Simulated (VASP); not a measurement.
Wanted: the native input for a VASP 6.6.1 run.

```yaml
Task: single point
Functional: LDA
Potentials_or_basis: VASP PAW LDA potentials, release 64 (Sc_sv)
Cutoff: 520 eV
k_mesh: 18 × 18 × 10
Occupations: gaussian, width 0.15 eV
Spin: no spin polarisation
Dipole_correction: no
Further_INCAR_settings: ALGO = Fast; EDIFF = 1e-07; NBANDS = 18
```

The structure of Sc lies in POSCAR:

```
Sc
1.0
    3.3087978973      0.0000000000      0.0000000000
   -1.6543989486      2.8655030350      0.0000000000
    0.0000000000      0.0000000000      5.2680000000
Sc
2
Direct
    0.3333333333      0.6666666667      0.2500000000
    0.6666666667      0.3333333333      0.7500000000
```

These files were run (other wordings do the same):

INCAR

```
SYSTEM = Sc
PREC = Accurate ; ENCUT = 520
EDIFF = 1E-7 ; ISMEAR = 0
SIGMA = 0.15 ; LREAL = .False.
LASPH = .True. ; NELM = 100
ALGO = Fast ; ISIF = 2
LWAVE = .False. ; LCHARG = .True.
LELF = .True. ; LVHAR = .True.
NBANDS = 18
```

KPOINTS

```
Automatic mesh
0
Gamma
  18 18 10
  0 0 0
```

Potentials or basis: VASP PAW LDA potentials, release 64 (Sc_sv).

Launch:

```bash
$ cat potpaw_LDA.64/Sc_sv/POTCAR > POTCAR
$ mpirun -np 1 vasp_std > vasp.out
```

It gave:

* Pressure: -5.2 GPa
* Band gap on the k mesh: zero (band 11 reaches 4.24 eV, above the bottom of band 12 at 2.90 eV)

It took 2.2 min on 1 thread of Intel(R) Xeon(R) 6975P-C (Granite Rapids) (shared host), peak memory 0.27 GiB.
